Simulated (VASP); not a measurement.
# BaHCl (P4/nmm) in VASP: single point with LDA

Aim: the single point of BaHCl with LDA.

All numbers are computed with VASP 6.6.1; they aren't measurements. Logs are shortened: lines on timing, memory, paths and dates and some standing lists are left out, and cuts for length are marked.

**1. The cell of the first run**

It takes space group P4/nmm (No. 129, tetragonal). The conventional cell has a = 4.225 Å, b = 4.225 Å, c = 6.734 Å, α = 90.00°, β = 90.00°, γ = 90.00°. Within 3.3 Å of Ba (site symmetry 4mm) lie 4 H at 2.54 Å and 5 Cl at 3.05 to 3.11 Å. H (site symmetry -4m2) has 4 Ba at 2.54 Å and 4 H at 2.99 Å and 4 Cl at 3.11 Å within 3.3 Å. Within 4.0 Å of Cl (site symmetry 4mm) lie 6 Ba at 3.05 to 3.68 Å and 4 H at 3.11 Å and 4 Cl at 3.70 Å.

**2. Single point, LDA (20.03 Å³/atom)**

INCAR

```
SYSTEM = BaHCl
  PREC = Accurate
  ENCUT = 1230
  EDIFF = 1E-6
  ISMEAR = 0
  SIGMA = 0.02
  LREAL = .FALSE.
  LASPH = .TRUE.
  NELM = 120
  ALGO = Normal
  ISIF = 2
  LWAVE = .FALSE.
  LCHARG = .FALSE.
  NBANDS = 27
  GGA_COMPAT = .FALSE.
```

KPOINTS

```
Automatic mesh
0
G
  6 6 4
  0 0 0
```

POSCAR

```
BaHCl
1.0
    4.2247213061      0.0000000000      0.0000000000
    0.0000000000      4.2247213061      0.0000000000
    0.0000000000      0.0000000000      6.7338211052
Ba H Cl
2 2 2
Direct
    0.0000000000      0.5000000000      0.2085592102
    0.5000000000      0.0000000000      0.7914407898
    0.0000000000      0.0000000000      0.0000000000
    0.5000000000      0.5000000000      0.0000000000
    0.0000000000      0.5000000000      0.6617848637
    0.5000000000      0.0000000000      0.3382151363
```

Potentials or basis: VASP PAW LDA potentials, release 64 (Ba_sv, H_h, Cl).

Started as:

```console
$ cat potpaw_LDA.64/Ba_sv/POTCAR potpaw_LDA.64/H_h/POTCAR potpaw_LDA.64/Cl/POTCAR > POTCAR
$ mpirun -np 1 vasp_std > vasp.out
```

OUTCAR:

```text
SYSTEM = BaHCl
   PREC = Accurate
   ENCUT = 1230
   EDIFF = 1E-6
   ISMEAR = 0
   LREAL = .FALSE.
   LASPH = .TRUE.
   NELM = 120
   ISIF = 2

 ion  position               nearest neighbor table
   1  0.000  0.500  0.209-   3 2.54   4 2.54   3 2.54   4 2.54   5 3.05   6 3.11   6 3.11   6 3.11
                             6 3.11   5 3.68   2 4.10   2 4.10   2 4.10   2 4.10
   2  0.500  0.000  0.791-   3 2.54   4 2.54   4 2.54   3 2.54   6 3.05   5 3.11   5 3.11   5 3.11
                             5 3.11   6 3.68   1 4.10   1 4.10   1 4.10   1 4.10
   3  0.000  0.000  0.000-   1 2.54   2 2.54   1 2.54   2 2.54
   4  0.500  0.500  0.000-   1 2.54   2 2.54   2 2.54   1 2.54
   5  0.000  0.500  0.662-   1 3.05   2 3.11   2 3.11   2 3.11   2 3.11   1 3.68
   6  0.500  0.000  0.338-   2 3.05   1 3.11   1 3.11   1 3.11   1 3.11   2 3.68

  LATTYP: Found a simple tetragonal cell.
 ALAT       =     4.2247213061
 C/A-ratio  =     1.5939089510

  Lattice vectors:

 A1 = (   4.2247213061,   0.0000000000,   0.0000000000)
 A2 = (   0.0000000000,   4.2247213061,   0.0000000000)
 A3 = (   0.0000000000,   0.0000000000,   6.7338211052)

Analysis of symmetry for initial positions (statically):
=====================================================================
 Subroutine PRICEL returns:
 Original cell was already a primitive cell.

 Routine SETGRP: Setting up the symmetry group for a
 simple tetragonal supercell.

 Subroutine GETGRP returns: Found 16 space group operations
 (whereof  8 operations were pure point group operations)
 out of a pool of 16 trial point group operations.

The static configuration has the point symmetry D_2d.
 The point group associated with its full space group is D_4h.

Analysis of symmetry for dynamics (positions and initial velocities):
=====================================================================
 Subroutine PRICEL returns:
 Original cell was already a primitive cell.

 Routine SETGRP: Setting up the symmetry group for a
 simple tetragonal supercell.

 Subroutine GETGRP returns: Found 16 space group operations
 (whereof  8 operations were pure point group operations)
 out of a pool of 16 trial point group operations.

The dynamic configuration has the point symmetry D_2d.
 The point group associated with its full space group is D_4h.

 Subroutine INISYM returns: Found 16 space group operations
 (whereof  8 operations are pure point group operations),
 and found     1 'primitive' translations

----------------------------------------------------------------------------------------
[... 100 lines left out ...]
   NELM   =    120;   NELMIN=  2; NELMDL= -5     # of ELM steps
   EDIFF  = 0.1E-05   stopping-criterion for ELM
   LREAL  =      F    real-space projection
   EDIFFG = 0.1E-04   stopping-criterion for IOM
   NSW    =      0    number of steps for IOM
   IBRION =     -1    ionic relax: 0-MD 1-quasi-New 2-CG
   NFREE  =      0    steps in history (QN), initial steepest desc. (CG)
   ISIF   =      2    stress and relaxation
   ISYM   =      2    0-nonsym 1-usesym 2-fastsym
   POTIM  = 0.5000    time-step for ionic-motion
   TEBEG  =    0.0;   TEEND  =   0.0 temperature during run
   PSTRESS=    0.0 pullay stress
   NELECT =      36.0000    total number of electrons
   NUPDOWN=      -1.0000    fix difference up-down
   EMIN   =  10.00;   EMAX   =-10.00  energy-range for DOS
   EFERMI =   0.00;   METHOD = LEGACY
   ISMEAR =     0;   SIGMA  =   0.02  broadening in eV -4-tet -1-fermi 0-gaus
   EFERMI_NEDOS =   21; number of points for ismear=-14 and -15
   IALGO  =     38    algorithm
   IMIX   =      4    mixing-type and parameters
     AMIX     =   0.40;   BMIX     =  1.00
     AMIX_MAG =   1.60;   BMIX_MAG =  1.00
  volume/ion in A,a.u.               =      20.03       135.18
  Fermi-wavevector in a.u.,A,eV,Ry     =   1.095359  2.069928 16.324420  1.199811
  Thomas-Fermi vector in A             =   2.231681
   LORBIT       =      0    0 simple, 1 ext, 2 COOP (PROOUT), +10 PAW based schemes
   GGA     = CA    functional components
   LHFCALC =     F    Hartree Fock is set to
   AEXX    =    0.0000 exact exchange contribution
   IVDW    =     0    specifies the selected vdW correction
   LEPSILON=     F    determine dielectric tensor
   LRPA    =     F    only Hartree local field effects (RPA)
 non-spin polarized calculation
 Gauss-broadening in eV      SIGMA  =   0.02
  energy-cutoff  :     1230.00
  volume of cell :      120.19
 maximum number of plane-waves:     11804
   NGX = 25   NGY = 25   NGZ = 39

 number of electron      36.0000000 magnetization

 Free energy of the ion-electron system (eV)
  ---------------------------------------------------
  ext. energy  EPLUGINS =         0.00000000
  ---------------------------------------------------
  free energy    TOTEN  =       -25.68365451 eV

  energy without entropy =      -25.68365451  energy(sigma->0) =      -25.68365451

 E-fermi :   2.1249     XC(G=0):  -9.6869

 val. band max:        1.9597552016   @ k =   0.0000   0.0000   0.5000
 cond. band min:       4.4077742372   @ k =   0.0000   0.0000   0.5000
 fundamental gap:      2.4480190356
 Fermi energy:         2.1249441063

 k-point     1 :       0.0000    0.0000    0.0000
  band No.  band energies     occupation
      1     -23.8688      2.00000
      2     -23.7539      2.00000
      3     -12.9580      2.00000
      4     -12.5609      2.00000
      5      -9.4728      2.00000
      6      -9.1483      2.00000
[... 709 lines left out ...]
     26       8.6575      0.00000
     27       9.4837      0.00000

 [... further k-points ...]
[... 5 lines left out ...]
  --------------------------------------------------------------------------------------
  -------------------------------------------------------------------------------------
  Total        2.9576738      2.9576738      2.9407978      0.0000000      0.0000000     -0.0000000
  in kB       39.4278557     39.4278557     39.2028868      0.0000000      0.0000000     -0.0000000
  external PRESSURE =      39.3528660 kB  Pullay stress =       0.0000000 kB

 VOLUME and BASIS-vectors are now :
 -----------------------------------------------------------------------------
  energy-cutoff  :     1230.00
  volume of cell :      120.19
      direct lattice vectors                 reciprocal lattice vectors
     4.224721306  0.000000000  0.000000000     0.236702004  0.000000000  0.000000000
     0.000000000  4.224721306  0.000000000     0.000000000  0.236702004  0.000000000
     0.000000000  0.000000000  6.733821105     0.000000000  0.000000000  0.148504094

 POSITION                                       TOTAL-FORCE (eV/Angst)
 -----------------------------------------------------------------------------------
      0.00000      2.11236      1.40440         0.000000      0.000000      0.015347
      2.11236      0.00000      5.32942         0.000000      0.000000     -0.015347
      0.00000      0.00000      0.00000         0.000000      0.000000     -0.000000
      2.11236      2.11236      0.00000         0.000000     -0.000000     -0.000000
      0.00000      2.11236      4.45634         0.000000      0.000000     -0.014772
      2.11236      0.00000      2.27748        -0.000000     -0.000000      0.014772
 -----------------------------------------------------------------------------------
    total drift:                                0.000000      0.000000      0.000000

  FREE ENERGIE OF THE ION-ELECTRON SYSTEM (eV)
  ---------------------------------------------------
  free  energy   TOTEN  =       -25.6836545116 eV

  energy  without entropy=      -25.6836545116  energy(sigma->0) =      -25.68365451
```

Wall time 2.9 min (1 thread of Intel Xeon Platinum 8488C (Sapphire Rapids), shared host); peak memory 0.54 GiB.

What came out:

```yaml
Free_energy: -25.6837 eV
Pressure: 3.9 GPa
Largest_force: 0.015 eV/Å
Band_gap_on_the_k_mesh: 2.45 eV
```

Forces in eV/Å, atoms in the order of the input:
```
Ba   0.000  0.000  0.015
Ba   0.000  0.000 -0.015
H    0.000  0.000  0.000
H    0.000  0.000  0.000
Cl   0.000  0.000 -0.015
Cl   0.000  0.000  0.015
```

Caveat: the cell stands under pressure; spin-orbit coupling is left out, which moves the levels of the heavy elements. A k mesh can miss the band edges.
